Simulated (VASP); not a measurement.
Input of a VASP 6.6.1 run:

Contents of INCAR:

```
  PREC = Accurate
  ENCUT = 520
  EDIFF = 1E-6
  ISMEAR = -1
  SIGMA = 0.05
  LREAL = False
  LASPH = True
  NELM = 100
  ALGO = Normal
  ISIF = 2
  LWAVE = False
  LCHARG = True
  LELF = True
  LVHAR = True
  NBANDS = 16
```

The input KPOINTS:

```
regular mesh
0
Gamma
  11 11 11
```

POSCAR

```
GaN
1.0
    0.0000000000      2.1633334196      2.1633334196
    2.1633334196      0.0000000000      2.1633334196
    2.1633334196      2.1633334196      0.0000000000
Ga N
1 1
Direct
    0.0000000000      0.0000000000      0.0000000000
    0.5000000000      0.5000000000      0.5000000000
```

Potentials or basis: VASP PAW LDA potentials, release 64 (Ga_d, N).

Command:

```sh
$ cat potpaw_LDA.64/Ga_d/POTCAR potpaw_LDA.64/N/POTCAR > POTCAR
$ mpirun -np 1 vasp_std > vasp.out
```

(1) Estimate the band gap on the k mesh.

(2) Predict the pressure.

## Answers

(1) 0.14 eV, indirect (least direct gap 1.98 eV).

(2) -19.0 GPa.
